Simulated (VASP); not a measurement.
**Co: single point with PBE**

The system is Co.

```
Co
1.0
     2.47056    0.00000    0.00000
    -1.23528    2.13957    0.00000
     0.00000    0.00000    8.08823
Co
4
Cartesian
  1.2353 0.7132 6.0662
  0.0000 0.0000 4.0441
  0.0000 1.4264 2.0221
  0.0000 0.0000 0.0000
```

```
Program             : VASP 6.6.1
Task                : single point
Functional          : PBE
Potentials or basis : VASP PAW PBE potentials, release 64 (Co)
Cutoff              : 520 eV
k mesh              : 10 × 10 × 3
Occupations         : fermi-dirac, width 0.05 eV
Spin                : collinear spin, ferromagnetic start
Starting moments    : [3.0, 3.0, 3.0, 3.0] μB
Fixed moment        : 12 μB
```

The pressure is 48.9 GPa, the net moment is 12.00 μB per cell and the site moments are Co +2.88, +2.87 μB. The valence electrons inside the program's atomic spheres are Co 8.25.

Stress tensor (GPa, compression positive):
```
48.04  0.00  0.00
 0.00 48.04  0.00
 0.00  0.00 50.48
```

Run time: 40 s on 1 thread of AMD EPYC 9R45 96-Core Processor (Zen 5), on a shared host, peak memory 0.16 GiB.

Caveat: the total moment is fixed, so each spin has its own Fermi level.
